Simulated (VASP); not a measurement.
Wanted: the native input for a VASP 6.6.1 run.

```yaml
Task: electric field gradients
Functional: PBE
Potentials_or_basis: VASP PAW PBE potentials, release 64 (Ag, Cl)
Cutoff: 520 eV
k_mesh: 11 × 11 × 6
Occupations: fermi-dirac, width 0.05 eV
Spin: no spin polarisation
Dipole_correction: no
Further_INCAR_settings: ALGO = Normal; EDIFF = 1e-08; NBANDS = 26
```

The structure of AgCl (wurtzite type) lies in POSCAR:

```
AgCl
1.0
    4.2981792161      0.0000000000      0.0000000000
   -2.1490896081      3.7223323912      0.0000000000
    0.0000000000      0.0000000000      6.9458893937
Ag Cl
2 2
Direct
    0.3333333333      0.6666666667     -0.0013968115
    0.6666666667      0.3333333333      0.4986031885
    0.3333333333      0.6666666667      0.3773968115
    0.6666666667      0.3333333333      0.8773968115
```

One way to write it, as run:

INCAR

```
PREC = Accurate
ENCUT = 520
EDIFF = 1E-8
ISMEAR = -1
SIGMA = 0.05
LREAL = False
LASPH = True
NELM = 100
ALGO = Normal
ISIF = 2
LWAVE = False
LCHARG = False
GGA = PE
LEFG = True
NBANDS = 26
```

KPOINTS

```
regular mesh
0
Gamma
  11 11 6
```

Potentials or basis: VASP PAW PBE potentials, release 64 (Ag, Cl).

Launch:

```bash
$ cat potpaw_PBE.64/Ag/POTCAR potpaw_PBE.64/Cl/POTCAR > POTCAR
$ mpirun -np 1 vasp_std > vasp.out
```

Results of the run:

- Pressure: -0.1 GPa
- Band gap on the k mesh: 1.30 eV, direct

Caveat: without QUAD_EFG the Cq values of the log hold for a quadrupole moment of 1 mb, not for the nuclei.

It took 2.3 min on 1 thread of Intel(R) Xeon(R) Platinum 8259CL CPU @ 2.50GHz (Skylake/Cascade Lake), with other jobs on the host, peak memory 0.32 GiB.
